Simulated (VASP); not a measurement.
# BiH (P6_3/mmc) in VASP: a series of runs, part 2 of 2

VASP 6.6.1. Earlier steps stand in the parts before.

## Step 3: Single point, PBE

This run uses another cell than the first one, of 16.88 Å³/atom.

File INCAR:

```
  PREC = Accurate
  ENCUT = 520
  EDIFF = 1E-7
  ISMEAR = 0
  SIGMA = 0.1
  LREAL = False
  LASPH = True
  NELM = 100
  ALGO = Normal
  ISIF = 2
  LWAVE = False
  LCHARG = False
  GGA = PE
  NBANDS = 24
```

File KPOINTS:

```
regular mesh
0
Gamma
  12 12 8
```

File POSCAR:

```
BiH
1.0
    3.6444108247      0.0000000000      0.0000000000
   -1.8222054124      3.1561523560      0.0000000000
    0.0000000000      0.0000000000      5.8697567044
Bi H
2 2
Direct
    0.3333333333      0.6666666667      0.2500000000
    0.6666666667      0.3333333333      0.7500000000
    0.0000000000      0.0000000000      0.0000000000
    1.0000000000      0.0000000000      0.5000000000
```

Potentials or basis: VASP PAW PBE potentials, release 64 (Bi_d, H).

Launch:

```sh
$ cat potpaw_PBE.64/Bi_d/POTCAR potpaw_PBE.64/H/POTCAR > POTCAR
$ mpirun -np 1 vasp_std > vasp.out
```

OUTCAR:

```text
PREC = Accurate
   ENCUT = 520
   EDIFF = 1E-7
   ISMEAR = 0
   LREAL = False
   LASPH = True
   NELM = 100
   ISIF = 2
   GGA = PE

 ion  position               nearest neighbor table
   1  0.333  0.667  0.250-   2 3.61   2 3.61   2 3.61   2 3.61   2 3.61   2 3.61
   2  0.667  0.333  0.750-   1 3.61   1 3.61   1 3.61   1 3.61   1 3.61   1 3.61
   3  0.000  0.000  0.000-
   4  0.000  0.000  0.500-

  LATTYP: Found a hexagonal cell.
 ALAT       =     3.6444108247
 C/A-ratio  =     1.6106188316

  Lattice vectors:

 A1 = (   3.6444108247,   0.0000000000,   0.0000000000)
 A2 = (  -1.8222054124,   3.1561523560,   0.0000000000)
 A3 = (   0.0000000000,   0.0000000000,   5.8697567044)

Analysis of symmetry for initial positions (statically):
=====================================================================
 Subroutine PRICEL returns:
 Original cell was already a primitive cell.

 Routine SETGRP: Setting up the symmetry group for a
 hexagonal supercell.

 Subroutine GETGRP returns: Found 24 space group operations
 (whereof 12 operations were pure point group operations)
 out of a pool of 24 trial point group operations.

The static configuration has the point symmetry D_3d.
 The point group associated with its full space group is D_6h.

Analysis of symmetry for dynamics (positions and initial velocities):
=====================================================================
 Subroutine PRICEL returns:
 Original cell was already a primitive cell.

 Routine SETGRP: Setting up the symmetry group for a
 hexagonal supercell.

 Subroutine GETGRP returns: Found 24 space group operations
 (whereof 12 operations were pure point group operations)
 out of a pool of 24 trial point group operations.

The dynamic configuration has the point symmetry D_3d.
 The point group associated with its full space group is D_6h.

 Subroutine INISYM returns: Found 24 space group operations
 (whereof 12 operations are pure point group operations),
 and found     1 'primitive' translations

----------------------------------------------------------------------------------------

                                     Primitive cell

  volume of cell :      67.5158

  direct lattice vectors                    reciprocal lattice vectors
     3.644410825  0.000000000  0.000000000     0.274392775  0.158420743  0.000000000
    -1.822205412  3.156152356  0.000000000     0.000000000  0.316841485  0.000000000
     0.000000000  0.000000000  5.869756704     0.000000000  0.000000000  0.170364812

  length of vectors
     3.644410825  3.644410825  5.869756704     0.316841485  0.316841485  0.170364812

  position of ions in fractional coordinates (direct lattice)
     0.333333333  0.666666667  0.250000000
     0.666666667  0.333333333  0.750000000
     0.000000000  0.000000000  0.000000000
     0.000000000  0.000000000  0.500000000

  ion indices of the primitive-cell ions
   primitive index   ion index
                 1           1
                 2           2
                 3           3
                 4           4

----------------------------------------------------------------------------------------

 KPOINTS: regular mesh

Automatic generation of k-mesh.
 Grid dimensions read from file:
 generate k-points for:   12   12    8

 Generating k-lattice:

  Cartesian coordinates                     Fractional coordinates (reciprocal lattice)
     0.022866065  0.013201729  0.000000000     0.083333333  0.000000000  0.000000000
     0.000000000  0.026403457  0.000000000     0.000000000  0.083333333  0.000000000
     0.000000000  0.000000000  0.021295602     0.000000000  0.000000000  0.125000000

  Length of vectors
     0.026403457  0.026403457  0.021295602

  Shift w.r.t. Gamma in fractional coordinates (k-lattice)
     0.000000000  0.000000000  0.000000000

 Subroutine IBZKPT returns following result:
 ===========================================

 Found     95 irreducible k-points:

 Following reciprocal coordinates:
            Coordinates               Weight
  0.000000  0.000000  0.000000      1.000000
  0.083333 -0.000000  0.000000      6.000000
  0.166667 -0.000000  0.000000      6.000000
  0.250000 -0.000000  0.000000      6.000000
  0.333333 -0.000000  0.000000      6.000000
  0.416667 -0.000000  0.000000      6.000000
[... 16 lines left out ...]
  0.250000 -0.000000  0.125000     12.000000
  0.333333 -0.000000  0.125000     12.000000
 [... further k-points ...]
   k-points           NKPTS =     95   k-points in BZ     NKDIM =     95   number of bands    NBANDS=     24
   number of dos      NEDOS =    301   number of ions     NIONS =      4
   total plane-waves  NPLWV =  37632
   dimension x,y,z NGX =    28 NGY =   28 NGZ =   48
   dimension x,y,z NGXF=    56 NGYF=   56 NGZF=   96
   ions per type =               2   2
   NGX,Y,Z   is equivalent  to a cutoff of  12.77, 12.77, 13.59 a.u.
   NGXF,Y,Z  is equivalent  to a cutoff of  25.55, 25.55, 27.19 a.u.
 SYSTEM =  unknown system
   PREC   = accura    normal or accurate (medium, high low for compatibility)
   ISTART =      0    job   : 0-new  1-cont  2-samecut
   ICHARG =      2    charge: 1-file 2-atom 10-const
   ISPIN  =      1    spin polarized calculation?
   LNONCOLLINEAR =      F non collinear calculations
   LSORBIT =      F    spin-orbit coupling
   LASPH  =      T    aspherical Exc in radial PAW
   ENCUT  =  520.0 eV  38.22 Ry    6.18 a.u.   6.78  6.78 10.91*2*pi/ulx,y,z
   NELM   =    100;   NELMIN=  2; NELMDL= -5     # of ELM steps
   EDIFF  = 0.1E-06   stopping-criterion for ELM
   LREAL  =      F    real-space projection
   EDIFFG = 0.1E-05   stopping-criterion for IOM
   NSW    =      0    number of steps for IOM
   IBRION =     -1    ionic relax: 0-MD 1-quasi-New 2-CG
   NFREE  =      0    steps in history (QN), initial steepest desc. (CG)
   ISIF   =      2    stress and relaxation
   ISYM   =      2    0-nonsym 1-usesym 2-fastsym
   POTIM  = 0.5000    time-step for ionic-motion
   TEBEG  =    0.0;   TEEND  =   0.0 temperature during run
   PSTRESS=    0.0 pullay stress
   NELECT =      32.0000    total number of electrons
   NUPDOWN=      -1.0000    fix difference up-down
   EMIN   =  10.00;   EMAX   =-10.00  energy-range for DOS
   EFERMI =   0.00;   METHOD = LEGACY
   ISMEAR =     0;   SIGMA  =   0.10  broadening in eV -4-tet -1-fermi 0-gaus
   EFERMI_NEDOS =   21; number of points for ismear=-14 and -15
   IALGO  =     38    algorithm
   IMIX   =      4    mixing-type and parameters
     AMIX     =   0.40;   BMIX     =  1.00
     AMIX_MAG =   1.60;   BMIX_MAG =  1.00
  volume/ion in A,a.u.               =      16.88       113.90
  Fermi-wavevector in a.u.,A,eV,Ry     =   1.276409  2.412062 22.166866  1.629219
  Thomas-Fermi vector in A             =   2.409066
   LORBIT       =      0    0 simple, 1 ext, 2 COOP (PROOUT), +10 PAW based schemes
   GGA     = PE    functional components
   LHFCALC =     F    Hartree Fock is set to
   AEXX    =    0.0000 exact exchange contribution
   IVDW    =     0    specifies the selected vdW correction
   LEPSILON=     F    determine dielectric tensor
   LRPA    =     F    only Hartree local field effects (RPA)
 non-spin polarized calculation
 Gauss-broadening in eV      SIGMA  =   0.10
  energy-cutoff  :      520.00
  volume of cell :       67.52
 maximum number of plane-waves:      1842
 NGX is ok and might be reduce to    28
   NGX = 13   NGY = 13   NGZ = 21

 number of electron      31.9999988 magnetization

 Free energy of the ion-electron system (eV)
  ---------------------------------------------------
  ext. energy  EPLUGINS =         0.00000000
  ---------------------------------------------------
  free energy    TOTEN  =       -11.96697765 eV

  energy without entropy =      -11.96058147  energy(sigma->0) =      -11.96377956

 E-fermi :   7.6776     XC(G=0): -10.4531

 val. band max:        7.6702723348   @ k =   0.3333   0.2500   0.0000
 cond. band min:       7.6847184909   @ k =   0.3333   0.1667   0.3750
 fundamental gap:      0.0144461562
 Fermi energy:         7.6776442500

 k-point     1 :       0.0000    0.0000    0.0000
  band No.  band energies     occupation
      1     -15.5990      2.00000
      2     -15.5931      2.00000
      3     -15.5849      2.00000
      4     -15.5849      2.00000
      5     -15.5770      2.00000
      6     -15.5770      2.00000
[... 637 lines left out ...]
     23      16.3896      0.00000
     24      17.3936      0.00000

 [... further k-points ...]

------------------------ aborting loop because EDIFF is reached ----------------------------------------

  FORCE on cell =-STRESS in cart. coord.  units (eV):
  Direction    XX          YY          ZZ          XY          YZ          ZX
  --------------------------------------------------------------------------------------
  -------------------------------------------------------------------------------------
  Total       -0.0218737     -0.0218737     -0.0510790      0.0000000      0.0000000      0.0000000
  in kB       -0.5190714     -0.5190714     -1.2121249      0.0000000      0.0000000      0.0000000
  external PRESSURE =      -0.7500892 kB  Pullay stress =       0.0000000 kB

 VOLUME and BASIS-vectors are now :
 -----------------------------------------------------------------------------
  energy-cutoff  :      520.00
  volume of cell :       67.52
      direct lattice vectors                 reciprocal lattice vectors
     3.644410825  0.000000000  0.000000000     0.274392775  0.158420743  0.000000000
    -1.822205412  3.156152356  0.000000000     0.000000000  0.316841485  0.000000000
     0.000000000  0.000000000  5.869756704     0.000000000  0.000000000  0.170364812

 POSITION                                       TOTAL-FORCE (eV/Angst)
 -----------------------------------------------------------------------------------
     -0.00000      2.10410      1.46744         0.000000      0.000000      0.000000
      1.82221      1.05205      4.40232        -0.000000     -0.000000      0.000000
      0.00000      0.00000      0.00000        -0.000000      0.000000      0.000000
      0.00000      0.00000      2.93488         0.000000      0.000000      0.000000
 -----------------------------------------------------------------------------------
    total drift:                               -0.000000      0.000000      0.000000

  FREE ENERGIE OF THE ION-ELECTRON SYSTEM (eV)
  ---------------------------------------------------
  free  energy   TOTEN  =       -11.9669776536 eV

  energy  without entropy=      -11.9605814672  energy(sigma->0) =      -11.96377956
```

OSZICAR:

```text
N       E                     dE             d eps       ncg     rms          rms(c)
DAV:   1     0.309421741950E+03    0.30942E+03   -0.16362E+04  4584   0.161E+03
DAV:   2     0.138055704741E+02   -0.29562E+03   -0.28650E+03  4696   0.437E+02
DAV:   3    -0.116022729439E+02   -0.25408E+02   -0.25065E+02  5600   0.135E+02
DAV:   4    -0.124129727787E+02   -0.81070E+00   -0.81026E+00  5640   0.261E+01
DAV:   5    -0.124468463362E+02   -0.33874E-01   -0.33873E-01  6696   0.485E+00    0.324E+00
DAV:   6    -0.120047220391E+02    0.44212E+00   -0.36740E-01  5912   0.449E+00    0.113E+00
DAV:   7    -0.119643362289E+02    0.40386E-01   -0.22703E-01  5776   0.225E+00    0.347E-01
DAV:   8    -0.119676318378E+02   -0.32956E-02   -0.27571E-02  5488   0.142E+00    0.144E-01
DAV:   9    -0.119669633594E+02    0.66848E-03   -0.14850E-03  5712   0.337E-01    0.335E-02
DAV:  10    -0.119669728346E+02   -0.94752E-05   -0.55842E-04  5912   0.171E-01    0.239E-02
DAV:  11    -0.119669789153E+02   -0.60807E-05   -0.21893E-05  6120   0.285E-02    0.124E-02
DAV:  12    -0.119669780252E+02    0.89010E-06   -0.25287E-06  5624   0.207E-02    0.288E-03
DAV:  13    -0.119669775620E+02    0.46319E-06   -0.22022E-07  4488   0.435E-03    0.903E-04
DAV:  14    -0.119669776536E+02   -0.91602E-07   -0.21099E-08  3216   0.155E-03
   1 F= -.11966978E+02 E0= -.11963780E+02  d E =-.639619E-02
```

It took 61 s on 1 thread of Intel Xeon 6975P-C (Granite Rapids), shared host; peak memory 0.26 GiB.

Results:

- Free energy: -11.9670 eV
- Pressure: -0.1 GPa
- Band gap on the k mesh: zero (bands 16 and 17 overlap by 4.89 eV)

Caveat: spin-orbit coupling is left out, which moves the levels of the heavy elements.
